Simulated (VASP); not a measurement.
Here is a VASP 6.6.1 calculation.

File INCAR:

```
PREC     = Accurate       # precision mode
ENCUT    = 520            # plane-wave cutoff, eV
EDIFF    = 1E-6           # SCF threshold, eV
ISMEAR   = 0              # smearing method
SIGMA    = 0.01           # smearing width, eV
LREAL    = False          # projectors in reciprocal space
LASPH    = True           # aspherical terms in the spheres
NELM     = 100            # most SCF steps
ALGO     = Normal         # electronic algorithm
ISIF     = 2              # what is computed and relaxed
LWAVE    = False          # write WAVECAR
LCHARG   = True           # write CHGCAR
LELF     = True           # ELF
LVHAR    = True         
NBANDS   = 26             # bands
```

File KPOINTS:

```
regular mesh
0
Gamma
  8 8 4
```

The input POSCAR:

```
GaN
1.0
    3.1180156194      0.0000000000      0.0000000000
   -1.5590078097      2.7002807358      0.0000000000
    0.0000000000      0.0000000000      5.0838663390
Ga N
2 2
Direct
    0.3333333333      0.6666666667     -0.0006386040
    0.6666666667      0.3333333333      0.4993613960
    0.3333333333      0.6666666667      0.3756386040
    0.6666666667      0.3333333333      0.8756386040
```

Potentials or basis: VASP PAW LDA potentials, release 64 (Ga_d, N).

Command:

```sh
$ cat potpaw_LDA.64/Ga_d/POTCAR potpaw_LDA.64/N/POTCAR > POTCAR
$ mpirun -np 1 vasp_std > vasp.out
```

What does it give for the band gap on the k mesh?

2.36 eV.

What does it give for the pressure?

8.3 GPa.

Caveat: the cell stands under pressure.
